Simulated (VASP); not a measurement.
Here is a VASP 6.6.1 calculation.

File INCAR:

```
ALGO = Normal ; EDIFF = 1E-7
ENCUT = 520 ; GGA = PE
ISIF = 2 ; ISMEAR = 0
LASPH = T ; LCHARG = F
LREAL = F ; LWAVE = F
NBANDS = 24 ; NELM = 60
PREC = Accurate ; SIGMA = 0.02
```

KPOINTS

```
k-points
0
Gamma
  6 6 4
```

File POSCAR:

```
KF
1.0
    2.7509872336      2.7509872336      0.0000000000
   -2.7509872336      2.7509872336      0.0000000000
    0.0000000000      0.0000000000      5.3718785192
K F
2 2
Direct
    0.0000000000      0.0000000000      0.0000000000
    0.5000000000      0.5000000000      0.5000000000
    0.5000000000      0.5000000000      0.0000000000
    0.0000000000      0.0000000000      0.5000000000
```

Potentials or basis: VASP PAW PBE potentials, release 64 (K_sv, F).

Launch:

```bash
$ cat potpaw_PBE.64/K_sv/POTCAR potpaw_PBE.64/F/POTCAR > POTCAR
$ mpirun -np 1 vasp_std > vasp.out
```

Problem. Predict the band gap on the k mesh.

Solution. 5.82 eV.

Problem. Predict the pressure.

Solution. -0.5 GPa.

Stress tensor (GPa, compression positive):
```
-0.88  0.00  0.00
 0.00 -0.88  0.00
 0.00  0.00  0.16
```

Caveat: the cell differs from its parent crystal (biaxial strain in the a-b plane: +1.5 %). A k mesh can miss the band edges.
